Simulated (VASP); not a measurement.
The system is Sc2Al.

```
Sc Al
1.0
     4.89261    0.00000    0.00000
    -2.44631    4.23713    0.00000
     0.00000    0.00000    6.16142
Sc Al
4 2
Direct
  0.00000 0.00000 0.00000
  0.00000 0.00000 0.50000
  0.33333 0.66667 0.75000
  0.66667 0.33333 0.25000
  0.33333 0.66667 0.25000
  0.66667 0.33333 0.75000
```

Base run:

* Program: VASP 6.6.1
* Functional: PBEsol
* Potentials or basis: VASP PAW PBE potentials, release 64 (Sc_sv, Al)
* Cutoff: 520 eV
* k mesh: 12 × 12 × 8
* Occupations: gaussian, width 0.1 eV
* Spin: no spin polarisation

Its results: band gap on the k mesh zero (bands 25 and 26 overlap by 0.72 eV); pressure -2.0 GPa.

Question: The run is repeated on the same cell with these changes: k mesh from 12 × 12 × 8 to 12 × 12 × 6; occupations from gaussian, width 0.1 eV to fermi-dirac, width 0.3 eV. What comes out?

Answer: Band gap on the k mesh zero (bands 25 and 26 overlap by 0.73 eV); pressure -1.4 GPa.

Caveats: the PAW data sets were made with another functional, which shifts forces and pressure a little; so wide a smearing shifts energies and pressures (at least some runs).
